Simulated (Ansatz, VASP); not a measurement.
# One calculation of Ga5N, two programs

```
Ga N
1.0
     0.00000    4.14209    4.14209
     4.14209    0.00000    4.14209
     4.14209    4.14209    0.00000
Ga N
5 1
Direct
  0.36298 0.36298 0.36298
  0.36298 0.36298 0.91106
  0.36298 0.91106 0.36298
  0.91106 0.36298 0.36298
  0.00000 0.00000 0.00000
  0.50000 0.50000 0.50000
```

Alike in both runs: functional PBE; k mesh 4 × 4 × 4; occupations gaussian, width 0.1 eV; no spin polarisation.

Ansatz relaxed the structure, and its values are those at the end. VASP's run is a single point on that final structure, the one shown.

|  | VASP | Ansatz |
| --- | --- | --- |
| version | VASP 6.6.1 | Ansatz 0.2.0 |
| potentials or method | VASP PAW PBE potentials, release 64 (Ga_d, N), cutoff 520 eV | scalar-relativistic, plane waves, PAW |
| valence electrons in the cell | 70 | 70 |

|  | VASP | Ansatz | Ansatz less VASP |
| --- | --- | --- | --- |
| gap on the k mesh at the Fermi level (eV) | none | none | - |
| pressure (GPa) | 0.1 | 0.0 | -0.09 |
| rms of the force components (eV/Å) | 0.000 | 0.005 | +0.0047 |

A gap of «none» marks a metal or a gap that the smearing closes.
